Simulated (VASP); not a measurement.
A run of VASP 6.6.1 is set up as follows.

The input INCAR:

```
SYSTEM = ZrB2
PREC = Accurate
ENCUT = 600
EDIFF = 1E-6
ISMEAR = 0
SIGMA = 0.05
LREAL = .FALSE.
LASPH = .TRUE.
NELM = 80
ALGO = Normal
ISIF = 3
LWAVE = .FALSE.
LCHARG = .FALSE.
GGA = PE
IBRION = 2
NSW = 80
EDIFFG = -0.01
```

The input KPOINTS:

```
Automatic mesh
0
G
  14 14 12
  0 0 0
```

POSCAR

```
ZrB2
1.0
    3.1700000000      0.0000000000      0.0000000000
   -1.5850000000      2.7453005300      0.0000000000
    0.0000000000      0.0000000000      3.5330000000
Zr B
1 2
Direct
    0.0000000000      0.0000000000      0.0000000000
    0.3333333333      0.6666666667      0.5000000000
    0.6666666667      0.3333333333      0.5000000000
```

Potentials or basis: VASP PAW PBE potentials, release 64 (Zr_sv, B).

Command:

```console
$ cat potpaw_PBE.64/Zr_sv/POTCAR potpaw_PBE.64/B/POTCAR > POTCAR
$ mpirun -np 1 vasp_std > vasp.out
```

Predict the relaxed cell.

a = 3.171 Å, b = 3.171 Å, c = 3.543 Å, α = 90.00°, β = 90.00°, γ = 120.00°.

What does it give for the space group after relaxing (to 0.05 Å)?

P6/mmm (No. 191).

Estimate the band gap on the k mesh.

zero (band 9 reaches 11.26 eV, above the bottom of band 10 at 10.29 eV).

Predict the relaxed volume.

10.29 Å³/atom.

Final structure:
```xyz
3
Lattice="3.1715 0.0000 0.0000 -1.5857 2.7466 0.0000 0.0000 0.0000 3.5433" Properties=species:S:1:pos:R:3 pbc="T T T"
Zr    0.0000    0.0000    3.5433
B     0.0000    1.8310    1.7717
B     1.5857    0.9155    1.7717
```

PBE usually gives volumes a little too large and moduli too small. Zero-point motion and thermal expansion aren't in these numbers.
